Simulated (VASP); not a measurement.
Here is a VASP 6.6.1 calculation.

Contents of INCAR:

```
SYSTEM = Nb3CdB
PREC = Accurate
ENCUT = 520
EDIFF = 1E-7
ISMEAR = 0
SIGMA = 0.1
LREAL = .FALSE.
LASPH = .TRUE.
NELM = 100
ALGO = Normal
ISIF = 2
LWAVE = .FALSE.
LCHARG = .FALSE.
GGA = PE
NBANDS = 35
```

The input KPOINTS:

```
regular mesh
0
G
  8 8 8
  0 0 0
```

Contents of POSCAR:

```
Nb3CdB
1.0
    4.4033448489      0.0000000000      0.0000000000
    0.0000000000      4.4033448489      0.0000000000
    0.0000000000      0.0000000000      4.4033448489
Nb Cd B
3 1 1
Direct
    0.0000000000      0.0000000000      0.5000000000
    0.5000000000      0.0000000000      0.0000000000
    0.0000000000      0.5000000000      0.0000000000
    0.5000000000      0.5000000000      0.5000000000
    0.0000000000      0.0000000000      0.0000000000
```

Potentials or basis: VASP PAW PBE potentials, release 64 (Nb_sv, Cd, B).

The run is started by

```sh
$ cat potpaw_PBE.64/Nb_sv/POTCAR potpaw_PBE.64/Cd/POTCAR potpaw_PBE.64/B/POTCAR > POTCAR
$ mpirun -np 1 vasp_std > vasp.out
```

Problem. Estimate the band gap on the k mesh.

Solution. Zero (bands 27 and 28 overlap by 0.05 eV).

Problem. Predict the pressure.

Solution. -0.1 GPa.
